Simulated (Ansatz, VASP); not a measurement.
## Two plane-wave programs on MgO

```
CELL_PARAMETERS angstrom
0.00000 2.13680 2.13680
2.13680 0.00000 2.13680
2.13680 2.13680 0.00000
ATOMIC_POSITIONS crystal
Mg 0.00000 0.00000 0.00000
O 0.50000 0.50000 0.50000
```

Alike in both runs: task single point; functional PBE; k mesh 9 × 9 × 9; occupations fermi-dirac, width 0.003 eV; no spin polarisation.

|  | VASP | Ansatz |
| --- | --- | --- |
| version | VASP 6.6.1 | Ansatz 0.2.0 |
| potentials or method | VASP PAW PBE potentials, release 64 (Mg, O), cutoff 520 eV | PAW, plane waves, scalar-relativistic |
| valence electrons in the cell | 8 | 16 |

VASP gave:

- pressure (GPa): -2.8

**Question.** Which values does Ansatz return?

**Answer.** Pressure (GPa): -2.0.

VASP's potentials hold 8 valence electrons a cell and Ansatz's 16, so a difference there can come from the potentials and not from the codes.
